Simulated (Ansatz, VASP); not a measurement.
# Ti in VASP and in Ansatz

```
CELL_PARAMETERS angstrom
4.06000 -4.06000 0.00000
4.06000 0.00000 4.06000
0.00000 -4.06000 4.06000
ATOMIC_POSITIONS crystal
Ti 0.50000 0.01567 0.98433
Ti 0.50000 0.00000 0.50000
Ti 0.50000 0.50000 0.00000
Ti 0.50000 0.50000 0.50000
Ti 0.00000 0.00000 0.00000
Ti 0.00000 0.00000 0.50000
Ti 0.00000 0.50000 0.00000
Ti 0.00000 0.50000 0.50000
```

Alike in both runs: task single point; functional r2SCAN; k mesh 10 × 10 × 10; occupations gaussian, width 0.15 eV; no spin polarisation.

|  | VASP | Ansatz |
| --- | --- | --- |
| version | VASP 6.6.1 | Ansatz 0.2.0 |
| potentials or method | VASP PAW PBE potentials, release 64 (Ti_sv), cutoff 550 eV | scalar-relativistic, plane waves, PAW |
| valence electrons in the cell | 96 | 96 |

Ansatz gave:

* gap on the k mesh at the Fermi level (eV): none
* pressure (GPa): 4.5
* traceless stress, the component that is largest in VASP (GPa): 0.07
* rms of the force components (eV/Å): 0.102

**Question.** Estimate VASP's values.

**Answer.** gap on the k mesh at the Fermi level (eV): none; pressure (GPa): 5.0; traceless stress, the component that is largest in VASP (GPa): 0.07; rms of the force components (eV/Å): 0.104.

VASP's potentials were made for PBE, not for r2SCAN. Atom by atom the forces differ by 0.002 eV/Å (rms over components). A gap of «none» marks a metal or a gap that the smearing closes.
